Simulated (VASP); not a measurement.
Crystal: Co2F.

```
Co F
1.0
     0.00000    2.46690    2.46690
     2.46690    0.00000    2.46690
     2.46690    2.46690    0.00000
Co F
2 1
Cartesian
  1.2334 1.2334 1.2334
  3.7003 3.7003 3.7003
  0.0000 0.0000 0.0000
```

* Program: VASP 6.6.1
* Task: relaxation of cell and atoms
* Functional: PBE
* Potentials or basis: VASP PAW PBE potentials, release 64 (Co, F)
* Cutoff: 600 eV
* k mesh: 6 × 6 × 6
* Occupations: gaussian, width 0.1 eV
* Spin: collinear spin, ferromagnetic start
* Starting moments: [2.06, 2.06, 0.11] μB

At the start: pressure 35.2 GPa; volume 10.01 Å³/atom.

How do energy, volume and symmetry change on relaxing?

Over 3 steps the energy falls by 224.2 meV/atom and the volume is 12.46 Å³/atom (+24.5 %); space group Fm-3m (No. 225, to 0.1 Å) before and after; moment 4.14 μB per cell.

Step by step:
| step | energy change (eV) | largest force (eV/Å) | pressure (GPa) | volume (Å³) |
| --- | --- | --- | --- | --- |
| 1 | 0.0000 | 0.0000 | 35.23 | 30.03 |
| 2 | -0.6041 | 0.0000 | -6.45 | 40.64 |
| 3 | -0.6727 | 0.0000 | 0.22 | 37.39 |

Final structure:
```yaml
crystal:
  lattice:
    - [0.00000, 2.65397, 2.65397]
    - [2.65397, 0.00000, 2.65397]
    - [2.65397, 2.65397, 0.00000]
  atoms:
    - { symbol: Co, position: [0.25000, 0.25000, 0.25000] }
    - { symbol: Co, position: [0.75000, 0.75000, 0.75000] }
    - { symbol: F, position: [0.00000, 0.00000, 0.00000] }
```

Caveat: the k points lie up to 0.34 Å⁻¹ apart in the final cell; the volume moved by over 15 % at a fixed basis, so the end points are rough.
